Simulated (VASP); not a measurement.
**Li (a cell with a defect): single point with PBE+D3(BJ)**

Crystal: Li (a cell with a defect).

```xyz
17
Lattice="6.9800 0.0000 0.0000 0.0000 6.9800 0.0000 0.0000 0.0000 6.9800" Properties=species:S:1:pos:R:3 pbc="T T T"
Li   -0.1613   -0.4505   -0.2768
Li    3.2617   -0.0683    0.1264
Li   -0.2655    3.5584   -0.2491
Li   -0.0350    0.0240    3.4386
Li    2.3845    2.4010    2.4928
Li    3.3919    3.4922   -0.0419
Li    3.3230   -0.0902    3.3455
Li    5.1179    1.6858    1.6826
Li   -0.1696    3.4006    3.5658
Li    1.5545    5.0716    1.7516
Li    1.7259    1.6817    5.2093
Li    3.8961    3.6971    3.8568
Li    5.1724    5.1715    1.7347
Li    5.1008    1.5373    5.3170
Li    1.7241    5.1164    5.0959
Li    5.0454    5.4821    5.2129
Li    0.8521    1.3727    0.9885
```

```json
{
  "Program": "VASP 6.6.1",
  "Task": "single point",
  "Functional": "PBE",
  "Dispersion": "D3(BJ)",
  "Potentials or basis": "VASP PAW PBE potentials, release 64 (Li_sv)",
  "Cutoff": "520 eV",
  "k mesh": "3 × 3 × 3",
  "Occupations": "gaussian, width 0.05 eV",
  "Spin": "no spin polarisation"
}
```

```yaml
Largest_force: 0.044 eV/Å
Dispersion_energy_per_atom: -0.172 eV
```

Forces on the atoms (eV/Å):
```
Li   0.009 -0.024  0.000
Li  -0.005 -0.001 -0.006
Li   0.006 -0.013 -0.002
Li   0.000 -0.014  0.010
Li  -0.010  0.023 -0.018
Li  -0.001 -0.004  0.006
Li  -0.007  0.002 -0.004
Li  -0.010 -0.008 -0.004
Li   0.013 -0.012 -0.011
Li   0.003  0.010 -0.005
Li  -0.010 -0.006  0.021
Li   0.031 -0.001  0.016
Li  -0.003  0.016 -0.013
Li  -0.011  0.003 -0.009
Li  -0.002  0.003 -0.015
Li  -0.025  0.005  0.001
Li   0.021  0.022  0.033
```

Levels at points of the mesh, in eV from the Fermi level:
| k point | band 23 | band 24 | band 25 | band 26 | band 27 | band 28 |
| --- | --- | --- | --- | --- | --- | --- |
| (0.00, 0.00, 0.00) | -1.17 | -1.16 | 0.00 | 0.03 | 0.34 | 0.34 |

Wall time 2.7 min on 1 thread of Intel(R) Xeon(R) 6975P-C (Granite Rapids), with other jobs on the host, peak memory 0.4 GiB.
